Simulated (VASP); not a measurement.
Input of a VASP 6.6.1 run:

The input INCAR:

```
  ALGO = Normal
  EDIFF = 1E-6
  ENCUT = 520
  GGA = PS
  ISIF = 2
  ISMEAR = 0
  LASPH = T
  LCHARG = F
  LREAL = F
  LWAVE = F
  NBANDS = 15
  NELM = 60
  PREC = Accurate
  SIGMA = 0.15
```

KPOINTS

```
k-points
0
Gamma
  18 18 12
```

Contents of POSCAR:

```
Os
1.0
    2.8708049743      0.0000000000      0.0000000000
   -1.4354024872      2.4861900370      0.0000000000
    0.0000000000      0.0000000000      4.1037150000
Os
2
Direct
    0.3333333333      0.6666666667      0.2500000000
    0.6666666667      0.3333333333      0.7500000000
```

Potentials or basis: VASP PAW PBE potentials, release 64 (Os).

Launch:

```sh
$ cat potpaw_PBE.64/Os/POTCAR > POTCAR
$ mpirun -np 1 vasp_std > vasp.out
```

(1) Estimate the band gap on the k mesh.

(2) Estimate the pressure.

## Answers

(1) zero (bands 8 and 9 overlap by 3.38 eV).

(2) -14.3 GPa.

Caveat: the cell differs from its parent crystal (strain +0.050 along x and y, -0.050 along z); the stress differs along the axes, from -29 to 15 GPa; the PAW data sets were made with another functional, which shifts forces and pressure a little; spin-orbit coupling is left out, which moves the levels of the heavy elements.
